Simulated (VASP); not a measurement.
# SiO2 (Fm-3m) in VASP: notebook

The runs below take SiO2 through single point, with PBE, r2SCAN, HSE06.

Everything below comes from runs of VASP 6.6.1. Logs are shortened: lines on timing, memory, paths and dates and some standing lists are left out, and cuts for length are marked.

## (1) The cell of the first run

Symmetry: Fm-3m, No. 225, cubic system. Conventional cell: a = 4.528 Å, b = 4.528 Å, c = 4.528 Å, α = 90.00°, β = 90.00°, γ = 90.00°. Within 2.6 Å of Si (site symmetry m-3m) lie 8 O at 1.96 Å. Within 2.6 Å of O (site symmetry -43m) lie 4 Si at 1.96 Å and 6 O at 2.26 Å.

## (2) Single point, PBE

Input file INCAR:

```
PREC = Accurate
ENCUT = 520
EDIFF = 1E-6
ISMEAR = 0
SIGMA = 0.01
LREAL = F
LASPH = T
NELM = 60
ALGO = Normal
ISIF = 2
LWAVE = F
LCHARG = F
GGA = PE
NBANDS = 15
```

Input file KPOINTS:

```
Automatic mesh
0
Gamma
  6 6 6
```

Input file POSCAR:

```
SiO2
1.0
    0.0000000000      2.2641691167      2.2641691167
    2.2641691167      0.0000000000      2.2641691167
    2.2641691167      2.2641691167      0.0000000000
Si O
1 2
Direct
    0.0000000000      0.0000000000      0.0000000000
    0.2500000000      0.2500000000      0.2500000000
    0.7500000000      0.7500000000      0.7500000000
```

Potentials or basis: VASP PAW PBE potentials, release 64 (Si, O).

Started as:

```
cat potpaw_PBE.64/Si/POTCAR potpaw_PBE.64/O/POTCAR > POTCAR
mpirun -np 1 vasp_std > vasp.out
```

OUTCAR:

```text
PREC = Accurate
   ENCUT = 520
   EDIFF = 1E-6
   ISMEAR = 0
   LREAL = F
   LASPH = T
   NELM = 60
   ISIF = 2
   GGA = PE

 ion  position               nearest neighbor table
   1  0.000  0.000  0.000-   2 1.96   3 1.96   3 1.96   3 1.96   3 1.96   2 1.96   2 1.96   2 1.96

   2  0.250  0.250  0.250-   1 1.96   1 1.96   1 1.96   1 1.96
   3  0.750  0.750  0.750-   1 1.96   1 1.96   1 1.96   1 1.96

  LATTYP: Found a face centered cubic cell.
 ALAT       =     4.5283382334

  Lattice vectors:

 A1 = (   0.0000000000,   2.2641691167,   2.2641691167)
 A2 = (   2.2641691167,   0.0000000000,   2.2641691167)
 A3 = (   2.2641691167,   2.2641691167,   0.0000000000)

Analysis of symmetry for initial positions (statically):
=====================================================================
 Subroutine PRICEL returns:
 Original cell was already a primitive cell.

 Routine SETGRP: Setting up the symmetry group for a
 face centered cubic supercell.

 Subroutine GETGRP returns: Found 48 space group operations
 (whereof 48 operations were pure point group operations)
 out of a pool of 48 trial point group operations.

The static configuration has the point symmetry O_h .

Analysis of symmetry for dynamics (positions and initial velocities):
=====================================================================
 Subroutine PRICEL returns:
 Original cell was already a primitive cell.

 Routine SETGRP: Setting up the symmetry group for a
 face centered cubic supercell.

 Subroutine GETGRP returns: Found 48 space group operations
 (whereof 48 operations were pure point group operations)
 out of a pool of 48 trial point group operations.

The dynamic configuration has the point symmetry O_h .

 Subroutine INISYM returns: Found 48 space group operations
 (whereof 48 operations are pure point group operations),
 and found     1 'primitive' translations

----------------------------------------------------------------------------------------

                                     Primitive cell

  volume of cell :      23.2144

  direct lattice vectors                    reciprocal lattice vectors
     0.000000000  2.264169117  2.264169117    -0.220831561  0.220831561  0.220831561
     2.264169117  0.000000000  2.264169117     0.220831561 -0.220831561  0.220831561
     2.264169117  2.264169117  0.000000000     0.220831561  0.220831561 -0.220831561

  length of vectors
     3.202018672  3.202018672  3.202018672     0.382491483  0.382491483  0.382491483

  position of ions in fractional coordinates (direct lattice)
     0.000000000  0.000000000  0.000000000
     0.250000000  0.250000000  0.250000000
     0.750000000  0.750000000  0.750000000

  ion indices of the primitive-cell ions
   primitive index   ion index
                 1           1
                 2           2
                 3           3

----------------------------------------------------------------------------------------

 KPOINTS: Automatic mesh

Automatic generation of k-mesh.
 Grid dimensions read from file:
 generate k-points for:    6    6    6

 Generating k-lattice:

  Cartesian coordinates                     Fractional coordinates (reciprocal lattice)
    -0.036805260  0.036805260  0.036805260     0.166666667  0.000000000  0.000000000
     0.036805260 -0.036805260  0.036805260     0.000000000  0.166666667  0.000000000
     0.036805260  0.036805260 -0.036805260     0.000000000  0.000000000  0.166666667

  Length of vectors
     0.063748581  0.063748581  0.063748581

  Shift w.r.t. Gamma in fractional coordinates (k-lattice)
     0.000000000  0.000000000  0.000000000

 Subroutine IBZKPT returns following result:
 ===========================================

 Found     16 irreducible k-points:

 Following reciprocal coordinates:
            Coordinates               Weight
  0.000000  0.000000  0.000000      1.000000
  0.166667  0.000000  0.000000      8.000000
  0.333333  0.000000  0.000000      8.000000
  0.500000  0.000000  0.000000      4.000000
  0.166667  0.166667  0.000000      6.000000
  0.333333  0.166667  0.000000     24.000000
[... 8 lines left out ...]
 -0.333333  0.333333  0.166667     24.000000
 -0.333333  0.500000  0.166667     12.000000
   k-points           NKPTS =     16   k-points in BZ     NKDIM =     16   number of bands    NBANDS=     15
   number of dos      NEDOS =    301   number of ions     NIONS =      3
   total plane-waves  NPLWV =  13824
   dimension x,y,z NGX =    24 NGY =   24 NGZ =   24
   dimension x,y,z NGXF=    48 NGYF=   48 NGZF=   48
   ions per type =               1   2
   NGX,Y,Z   is equivalent  to a cutoff of  12.46, 12.46, 12.46 a.u.
   NGXF,Y,Z  is equivalent  to a cutoff of  24.92, 24.92, 24.92 a.u.
 SYSTEM =  unknown system
   PREC   = accura    normal or accurate (medium, high low for compatibility)
   ISTART =      0    job   : 0-new  1-cont  2-samecut
   ICHARG =      2    charge: 1-file 2-atom 10-const
   ISPIN  =      1    spin polarized calculation?
   LNONCOLLINEAR =      F non collinear calculations
   LSORBIT =      F    spin-orbit coupling
   LASPH  =      T    aspherical Exc in radial PAW
   ENCUT  =  520.0 eV  38.22 Ry    6.18 a.u.   5.95  5.95  5.95*2*pi/ulx,y,z
   NELM   =     60;   NELMIN=  2; NELMDL= -5     # of ELM steps
   EDIFF  = 0.1E-05   stopping-criterion for ELM
   LREAL  =      F    real-space projection
   EDIFFG = 0.1E-04   stopping-criterion for IOM
   NSW    =      0    number of steps for IOM
   IBRION =     -1    ionic relax: 0-MD 1-quasi-New 2-CG
   NFREE  =      0    steps in history (QN), initial steepest desc. (CG)
   ISIF   =      2    stress and relaxation
   ISYM   =      2    0-nonsym 1-usesym 2-fastsym
   POTIM  = 0.5000    time-step for ionic-motion
   TEBEG  =    0.0;   TEEND  =   0.0 temperature during run
   PSTRESS=    0.0 pullay stress
   NELECT =      16.0000    total number of electrons
   NUPDOWN=      -1.0000    fix difference up-down
   EMIN   =  10.00;   EMAX   =-10.00  energy-range for DOS
   EFERMI =   0.00;   METHOD = LEGACY
   ISMEAR =     0;   SIGMA  =   0.01  broadening in eV -4-tet -1-fermi 0-gaus
   EFERMI_NEDOS =   21; number of points for ismear=-14 and -15
   IALGO  =     38    algorithm
   IMIX   =      4    mixing-type and parameters
     AMIX     =   0.40;   BMIX     =  1.00
     AMIX_MAG =   1.60;   BMIX_MAG =  1.00
  volume/ion in A,a.u.               =       7.74        52.22
  Fermi-wavevector in a.u.,A,eV,Ry     =   1.446092  2.732718 28.452265  2.091182
  Thomas-Fermi vector in A             =   2.564200
   LORBIT       =      0    0 simple, 1 ext, 2 COOP (PROOUT), +10 PAW based schemes
   GGA     = PE    functional components
   LHFCALC =     F    Hartree Fock is set to
   AEXX    =    0.0000 exact exchange contribution
   IVDW    =     0    specifies the selected vdW correction
   LEPSILON=     F    determine dielectric tensor
   LRPA    =     F    only Hartree local field effects (RPA)
 non-spin polarized calculation
 Gauss-broadening in eV      SIGMA  =   0.01
  energy-cutoff  :      520.00
  volume of cell :       23.21
 maximum number of plane-waves:       636
   NGX = 11   NGY = 11   NGZ = 11

 number of electron      16.0000014 magnetization

 Free energy of the ion-electron system (eV)
  ---------------------------------------------------
  ext. energy  EPLUGINS =         0.00000000
  ---------------------------------------------------
  free energy    TOTEN  =       -19.90113289 eV

  energy without entropy =      -19.90113289  energy(sigma->0) =      -19.90113289

 E-fermi :   9.7597     XC(G=0): -12.4160

 val. band max:        9.6607890964   @ k =   0.5000   0.5000   0.0000
 cond. band min:      11.7167989223   @ k =   0.5000   0.5000   0.0000
 fundamental gap:      2.0560098259
 Fermi energy:         9.7597129271

 k-point     1 :       0.0000    0.0000    0.0000
  band No.  band energies     occupation
      1     -13.3288      2.00000
      2      -6.4174      2.00000
      3       3.8258      2.00000
      4       3.8258      2.00000
      5       3.8258      2.00000
      6       7.3853      2.00000
      7       7.3853      2.00000
      8       7.3853      2.00000
      9      11.8852      0.00000
     10      15.6032      0.00000
     11      15.6032      0.00000
     12      15.6032      0.00000
     13      22.0875      0.00000
     14      22.0875      0.00000
     15      24.4869      0.00000

 k-point     2 :       0.1667    0.0000    0.0000
  band No.  band energies     occupation
      1     -12.9310      2.00000
      2      -6.9366      2.00000
      3       3.5216      2.00000
      4       3.8558      2.00000
      5       3.8558      2.00000
      6       6.2294      2.00000
      7       6.8984      2.00000
      8       6.8984      2.00000
      9      13.4272      0.00000
     10      15.9786      0.00000
     11      16.3301      0.00000
     12      16.3301      0.00000
     13      22.7966      0.00000
     14      22.7966      0.00000
     15      25.8017      0.00000

 k-point     3 :       0.3333    0.0000    0.0000
  band No.  band energies     occupation
      1     -11.7985      2.00000
      2      -8.3268      2.00000
      3       2.8493      2.00000
      4       4.0587      2.00000
      5       4.0587      2.00000
      6       4.9753      2.00000
      7       5.8595      2.00000
      8       5.8595      2.00000
      9      15.0650      0.00000
     10      17.9951      0.00000
     11      18.2479      0.00000
     12      18.2479      0.00000
     13      23.7160      0.00000
     14      23.7160      0.00000
     15      26.5617      0.00000

 k-point     4 :       0.5000    0.0000    0.0000
  band No.  band energies     occupation
      1     -10.2331      2.00000
      2     -10.0294      2.00000
      3       2.5131      2.00000
      4       4.3897      2.00000
      5       4.3897      2.00000
      6       4.5468      2.00000
      7       5.1440      2.00000
      8       5.1440      2.00000
      9      15.7201      0.00000
     10      19.5073      0.00000
     11      19.7630      0.00000
     12      19.7630      0.00000
     13      23.4734      0.00000
     14      23.4734      0.00000
     15      26.0368      0.00000
[... 163 lines left out ...]
 k-point    14 :       0.5000    0.3333    0.1667
  band No.  band energies     occupation
      1     -11.0051      2.00000
      2      -8.6229      2.00000
      3       0.2070      2.00000
      4       1.5159      2.00000
      5       3.5046      2.00000
      6       5.9987      2.00000
      7       7.5987      2.00000
      8       8.6583      2.00000
      9      13.9828      0.00000
     10      17.6536      0.00000
     11      20.0771      0.00000
     12      20.6990      0.00000
     13      21.4921      0.00000
     14      24.8219      0.00000
     15      29.6199      0.00000

 k-point    15 :      -0.3333    0.3333    0.1667
  band No.  band energies     occupation
      1      -9.7818      2.00000
      2      -9.7207      2.00000
      3      -0.5407      2.00000
      4       0.9901      2.00000
      5       4.6329      2.00000
      6       4.6628      2.00000
      7       8.2909      2.00000
      8       8.7422      2.00000
      9      14.8119      0.00000
     10      18.3078      0.00000
     11      20.1504      0.00000
     12      20.6037      0.00000
     13      21.7243      0.00000
     14      25.0344      0.00000
     15      29.1248      0.00000

 k-point    16 :      -0.3333    0.5000    0.1667
  band No.  band energies     occupation
      1     -10.1025      2.00000
      2      -9.0310      2.00000
      3      -1.4006      2.00000
      4       0.6977      2.00000
      5       3.0937      2.00000
      6       6.5248      2.00000
      7       8.8405      2.00000
      8       9.4563      2.00000
      9      13.5214      0.00000
     10      18.8992      0.00000
     11      19.3273      0.00000
     12      21.4082      0.00000
     13      22.5166      0.00000
     14      26.0066      0.00000
     15      28.2796      0.00000

------------------------ aborting loop because EDIFF is reached ----------------------------------------

  FORCE on cell =-STRESS in cart. coord.  units (eV):
  Direction    XX          YY          ZZ          XY          YZ          ZX
  --------------------------------------------------------------------------------------
  -------------------------------------------------------------------------------------
  Total        1.4963605      1.4963605      1.4963605     -0.0000000      0.0000000      0.0000000
  in kB      103.2738183    103.2738183    103.2738183     -0.0000000      0.0000000      0.0000000
  external PRESSURE =     103.2738183 kB  Pullay stress =       0.0000000 kB

 VOLUME and BASIS-vectors are now :
 -----------------------------------------------------------------------------
  energy-cutoff  :      520.00
  volume of cell :       23.21
      direct lattice vectors                 reciprocal lattice vectors
     0.000000000  2.264169117  2.264169117    -0.220831561  0.220831561  0.220831561
     2.264169117  0.000000000  2.264169117     0.220831561 -0.220831561  0.220831561
     2.264169117  2.264169117  0.000000000     0.220831561  0.220831561 -0.220831561

 POSITION                                       TOTAL-FORCE (eV/Angst)
 -----------------------------------------------------------------------------------
      0.00000      0.00000      0.00000        -0.000000      0.000000      0.000000
      1.13208      1.13208      1.13208         0.000000     -0.000000      0.000000
      3.39625      3.39625      3.39625        -0.000000     -0.000000     -0.000000
 -----------------------------------------------------------------------------------
    total drift:                                0.000000      0.000000      0.000000

  FREE ENERGIE OF THE ION-ELECTRON SYSTEM (eV)
  ---------------------------------------------------
  free  energy   TOTEN  =       -19.9011328899 eV

  energy  without entropy=      -19.9011328899  energy(sigma->0) =      -19.90113289
```

Wall time 7.2 s (1 thread of Intel Xeon 8259CL, shared host); peak memory 0.13 GiB.

Results:

```
Free energy            : -19.9011 eV
Pressure               : 10.3 GPa
Band gap on the k mesh : 2.06 eV, direct
```

A k mesh can miss the band edges.

## (3) Single point, r2SCAN

POSCAR is that of step 2.

Input file INCAR.step1:

```
PREC = Accurate ; ENCUT = 520
ISMEAR = 0 ; SIGMA = 0.01
LREAL = False ; LASPH = True
NELM = 60 ; NBANDS = 15
GGA = PE ; ALGO = Normal
EDIFF = 1E-4 ; LWAVE = True
LCHARG = False
```

Input file INCAR.step2:

```
PREC = Accurate ; ENCUT = 520
EDIFF = 1E-6 ; ISMEAR = 0
SIGMA = 0.01 ; LREAL = False
LASPH = True ; NELM = 60
ALGO = Normal ; ISIF = 2
LWAVE = False ; LCHARG = False
METAGGA = R2SCAN ; LMIXTAU = True
NBANDS = 15 ; ISTART = 1
```

KPOINTS is that of step 2.

Potentials or basis: VASP PAW PBE potentials, release 64 (Si, O).

Started as:

```
cat potpaw_PBE.64/Si/POTCAR potpaw_PBE.64/O/POTCAR > POTCAR
cp INCAR.step1 INCAR
mpirun -np 1 vasp_std > vasp.out
cp INCAR.step2 INCAR
mpirun -np 1 vasp_std > vasp.out
```

Run time: 25 s. Hardware: 1 thread of Intel Xeon 8259CL, shared host; peak memory 0.14 GiB.

The run converged. Its results:

```
Free energy            : -25.7796 eV
Pressure               : 0.6 GPa
Band gap on the k mesh : 2.68 eV, direct
```

Levels at points of the mesh, in eV from the valence-band top:
| k point | band 6 | band 7 | band 8 | band 9 | band 10 | band 11 |
| --- | --- | --- | --- | --- | --- | --- |
| (0.00, 0.00, 0.00) | -2.37 | -2.37 | -2.37 | 2.92 | 6.69 | 6.69 |
| (0.50, 0.00, 0.00) | -5.26 | -4.66 | -4.66 | 6.86 | 10.58 | 11.07 |
| (0.50, 0.50, 0.00) | -1.05 | -1.05 | 0.00 | 2.68 | 9.15 | 12.09 |

Caveat: the PAW data sets were made with another functional, which shifts forces and pressure a little. r2SCAN opens gaps a little over a GGA but as a rule still falls short of measured ones.

## (4) Single point, PBE

Input file INCAR:

```
SYSTEM = SiO2
PREC = Accurate ; ENCUT = 520
EDIFF = 1E-6 ; ISMEAR = 0
SIGMA = 0.01 ; LREAL = .FALSE.
LASPH = .TRUE. ; NELM = 100
ALGO = Normal ; ISIF = 2
LWAVE = .FALSE. ; LCHARG = .FALSE.
GGA = PE ; NBANDS = 15
ISYM = 0
```

Input file KPOINTS:

```
regular mesh
0
G
  8 8 1
  0 0 0
```

POSCAR is that of step 3.

Started as:

```
cat potpaw_PBE.64/Si/POTCAR potpaw_PBE.64/O/POTCAR > POTCAR
mpirun -np 1 vasp_std > vasp.out
```

It took 12 s on 1 thread of Intel Xeon 8259CL, shared host; peak memory 0.13 GiB.

The run converged, but its numbers aren't listed here, since they failed a check.

Caveat: the k points lie up to 2.40 Å⁻¹ apart.

(Part 1 of 2 ends here.)
